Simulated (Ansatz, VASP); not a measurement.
## One calculation of FeCo, two programs

The input INCAR:

```
  PREC = Accurate
  ENCUT = 600
  EDIFF = 1E-6
  ISMEAR = -1
  SIGMA = 0.05
  LREAL = F
  LASPH = T
  NELM = 200
  ALGO = Normal
  ISIF = 2
  LWAVE = F
  LCHARG = F
  ISPIN = 2
  MAGMOM = 3 2
  LORBIT = 11
  LMAXMIX = 4
  GGA = PE
  NBANDS = 20
  GGA_COMPAT = F
```

File KPOINTS:

```
Automatic mesh
0
Gamma
  11 11 11
```

The input POSCAR:

```
FeCo
1.0
    2.9038443914      0.0000000000      0.0000000000
    0.0000000000      2.9038443914      0.0000000000
    0.0000000000      0.0000000000      2.9038443914
Fe Co
1 1
Direct
    0.5000000000      0.5000000000      0.5000000000
    0.0000000000      0.0000000000      0.0000000000
```

Input for Ansatz:

```yaml
crystal:
  lattice:
    - [2.9038443914, 0.0, 0.0]
    - [0.0, 2.9038443914, 0.0]
    - [0.0, 0.0, 2.9038443914]
  atoms:
    - { symbol: Fe, position: [0.5, 0.5, 0.5], spin: 3.0 }
    - { symbol: Co, position: [0.0, 0.0, 0.0], spin: 2.0 }
magnetization:
  spin_polarized: true
kpoints:
  mp_grid: { grid: [11, 11, 11] }
scf:
  occupations: { method: fermi_dirac, width: 0.05 }
hamiltonian:
  xc: pbe
  pseudopotentials: { kind: all_electron, lapw: { basis_error: 0.001 } }
output:
  forces: true
  stress: true
  eigenvalues: true
```

Change from the starting cell: volume scaled by 1.05.

Alike in both runs: task single point; functional PBE; k mesh 11 × 11 × 11; occupations fermi-dirac, width 0.05 eV; collinear spin.

```csv
,VASP,Ansatz
version,VASP 6.6.1,Ansatz 0.2.0
potentials or method,"VASP PAW PBE potentials, release 64 (Fe, Co), cutoff 600 eV","all-electron LAPW, scalar-relativistic"
```

|  | VASP | Ansatz | Ansatz less VASP |
| --- | --- | --- | --- |
| pressure (GPa) | -10.6 | -10.3 | +0.30 |
| net moment per atom (μB) | 2.29 | 2.30 | +0.010 |
| size of the moment on the site where the two differ most (μB) | 2.85 | 2.90 | +0.055 |

Site moments also hang on the region over which each program counts them. Ansatz ran all-electron here, and VASP with PAW potentials.
